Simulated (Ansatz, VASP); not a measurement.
AgCl in VASP and in Ansatz

```
CELL_PARAMETERS angstrom
3.25354 0.00000 0.00000
0.00000 3.33116 0.00000
0.00000 0.00000 6.66232
ATOMIC_POSITIONS crystal
Ag 0.00000 0.00000 0.00000
Ag 0.00000 0.00000 0.50000
Cl 0.32138 0.50000 0.25000
Cl 0.67862 0.50000 0.75000
```

Change from the starting cell: mode 1 frozen in at -0.595 Å, normal strain along x -0.0233.

Alike in both runs: task single point; functional PBEsol; k mesh 10 × 10 × 6; occupations gaussian, width 0.05 eV; no spin polarisation.

|  | VASP | Ansatz |
| --- | --- | --- |
| version | VASP 6.6.1 | Ansatz 0.2.0 |
| potentials or method | VASP PAW PBE potentials, release 64 (Ag, Cl), cutoff 520 eV | scalar-relativistic, plane waves, PAW |
| valence electrons in the cell | 36 | 52 |

Ansatz gave:

- gap on the k mesh at the Fermi level (eV): 0.57
- least direct gap on the mesh (eV): 0.62
- pressure (GPa): 7.0
- traceless stress, the component that is largest in VASP (GPa): 1.69
- rms of the force components (eV/Å): 0.131

Problem. Which values does VASP return?

Solution. gap on the k mesh at the Fermi level (eV): 0.57; least direct gap on the mesh (eV): 0.62; pressure (GPa): 6.8; traceless stress, the component that is largest in VASP (GPa): 1.67; rms of the force components (eV/Å): 0.129.

VASP's potentials were made for PBE, not for PBEsol. Atom by atom the forces differ by 0.002 eV/Å (rms over components). VASP's potentials hold 36 valence electrons a cell and Ansatz's 52, so a difference there can come from the potentials and not from the codes.
